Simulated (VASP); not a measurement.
Here is a VASP 6.6.1 calculation.

File INCAR:

```
PREC = Accurate ; ENCUT = 520
EDIFF = 1E-6 ; ISMEAR = -1
SIGMA = 0.05 ; LREAL = False
LASPH = True ; NELM = 80
ALGO = Normal ; ISIF = 2
LWAVE = False ; LCHARG = False
GGA = PE ; NBANDS = 13
```

The input KPOINTS:

```
regular mesh
0
Gamma
  7 7 7
```

File POSCAR:

```
Ge
1.0
    2.7087373089      0.0000000000      0.0000000000
    0.0000000000      2.7087373089      0.0000000000
    0.0000000000      0.0000000000      2.7087373089
Ge
1
Direct
    0.0000000000      0.0000000000      0.0000000000
```

Potentials or basis: VASP PAW PBE potentials, release 64 (Ge_d).

Launch:

```console
$ cat potpaw_PBE.64/Ge_d/POTCAR > POTCAR
$ mpirun -np 1 vasp_std > vasp.out
```

**Question.** Predict the band gap on the k mesh.

**Answer.** Zero (band 7 reaches 12.53 eV, above the bottom of band 8 at 4.13 eV).

**Question.** Predict the pressure.

**Answer.** -0.1 GPa.
